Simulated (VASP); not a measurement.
Runs of VASP 6.6.1 on MgO (zincblende type). The structure is that of space group F-43m (No. 216), or close to it. The cells are those of the table. 

| task | cell | cutoff (eV) | gap on the mesh (eV) | pressure (GPa) |
| --- | --- | --- | --- | --- |
| relaxation of cell and atoms | relaxed from a = 3.177 Å, angles 60.0°, 2 atoms | 600 | 4.36 | 0.0 |
| single point | a = 3.228 Å, angles 60.0°, 2 atoms | 520 | 4.32 | -0.6 |
| single point | a = 2.893 Å, angles 60.0°, 2 atoms | 520 | (c) | 81.5 |
| single point | a = 2.644 Å, angles 60.0°, 2 atoms | 520 | 8.32 | (b) |
| single point | a = 2.996 Å, angles 60.0°, 2 atoms | 520 | 5.80 | (a) |

Alike in all rows: level r2SCAN; potentials or basis VASP PAW PBE potentials, release 64 (Mg, O); no spin polarisation; k mesh 16 × 16 × 16; smearing fermi-dirac 0.1 eV.

Problem. Fill in the values left out.

Solution. (a) 44.3; (b) 259.7; (c) 6.60.

Caveats: the PAW data sets were made with another functional, which shifts forces and pressure a little.

A k mesh can miss the band edges.
